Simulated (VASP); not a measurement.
The system is KF.

```xyz
2
Lattice="0.0000 2.6719 2.6719 2.6719 0.0000 2.6719 2.6719 2.6719 0.0000" Properties=species:S:1:pos:R:3 pbc="T T T"
K     0.0000    0.0000    0.0000
F     2.6719    2.6719    2.6719
```

* Program: VASP 6.6.1
* Task: relaxation of cell and atoms
* Functional: SVWN5
* Potentials or basis: VASP PAW PBE potentials, release 64 (K_sv, F)
* Cutoff: 600 eV
* k mesh: 9 × 9 × 9
* Occupations: tetrahedron
* Spin: no spin polarisation

At the start: pressure -3.4 GPa; volume 19.07 Å³/atom.

Task: Where does the relaxation end?

Result: Over 4 steps the energy falls by 22.1 meV/atom and the volume is 17.23 Å³/atom (-9.7 %); space group Fm-3m (No. 225, to 0.1 Å) before and after.

The path:
| step | energy change (eV) | largest force (eV/Å) | pressure (GPa) | volume (Å³) |
| --- | --- | --- | --- | --- |
| 1 | 0.0000 | 0.0000 | -3.44 | 38.15 |
| 2 | -0.0362 | 0.0000 | -1.65 | 35.93 |
| 3 | -0.0440 | 0.0000 | -0.19 | 34.62 |
| 4 | -0.0441 | 0.0000 | 0.01 | 34.46 |

Final structure:
```
CELL_PARAMETERS angstrom
0.00000 2.58275 2.58275
2.58275 0.00000 2.58275
2.58275 2.58275 0.00000
ATOMIC_POSITIONS crystal
K 0.00000 0.00000 0.00000
F 0.50000 0.50000 0.50000
```

Caveat: the PAW data sets were made with another functional, which shifts forces and pressure a little.
